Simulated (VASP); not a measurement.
# Al: relaxation of cell and atoms with PBEsol

The system is Al.

```
Al
1.0
     0.00000    2.02481    2.02481
     2.02481    0.00000    2.02481
     2.02481    2.02481    0.00000
Al
1
Direct
  0.00000 0.00000 0.00000
```

```json
{
 "Program": "VASP 6.6.1",
 "Task": "relaxation of cell and atoms",
 "Functional": "PBEsol",
 "Potentials or basis": "VASP PAW PBE potentials, release 64 (Al)",
 "Cutoff": "600 eV",
 "k mesh": "20 × 20 × 20",
 "Occupations": "methfessel-paxton, width 0.1 eV",
 "Spin": "no spin polarisation",
 "Dipole correction": "no",
 "Further INCAR settings": "ALGO = Fast; EDIFF = 1e-07; IBRION = 2; EDIFFG = -0.01; NSW = 80; ISIF = 3"
}
```

* Relaxed volume: 16.18 Å³/atom
* Relaxed cell: a = 2.839 Å, b = 2.839 Å, c = 2.839 Å, α = 60.00°, β = 60.00°, γ = 60.00°
* Space group after relaxing (to 0.05 Å): Fm-3m (No. 225)
* Energy gained by relaxing: 2.6 meV/atom
* Ionic steps: 3
* Pressure after relaxing: 0.0 GPa

Step by step:
| step | energy change (eV) | largest force (eV/Å) | pressure (GPa) | volume (Å³) |
| --- | --- | --- | --- | --- |
| 1 | 0.0000 | 0.0000 | -1.96 | 16.60 |
| 2 | -0.0026 | 0.0000 | 0.33 | 16.12 |
| 3 | -0.0026 | 0.0000 | 0.00 | 16.18 |

Final structure:
```
Al
1.0
     0.00000    2.00760    2.00760
     2.00760    0.00000    2.00760
     2.00760    2.00760    0.00000
Al
1
Direct
  0.00000 0.00000 0.00000
```

Levels at points of the mesh, in eV from the Fermi level:
| k point | band 1 | band 2 | band 3 | band 4 | band 5 |
| --- | --- | --- | --- | --- | --- |
| (0.00, 0.00, 0.00) | -11.33 | 12.64 | 12.64 | 12.64 | 14.28 |
| (0.50, 0.00, 0.00) | -4.74 | -4.47 | 11.46 | 11.46 | 11.54 |
| (0.50, 0.50, 0.00) | -3.03 | -1.68 | 5.19 | 5.61 | 5.61 |

Wall time 27 s on 1 thread of AMD EPYC 9R45 96-Core Processor (Zen 5), on a shared host, peak memory 0.13 GiB.

Caveat: the PAW data sets were made with another functional, which shifts forces and pressure a little.
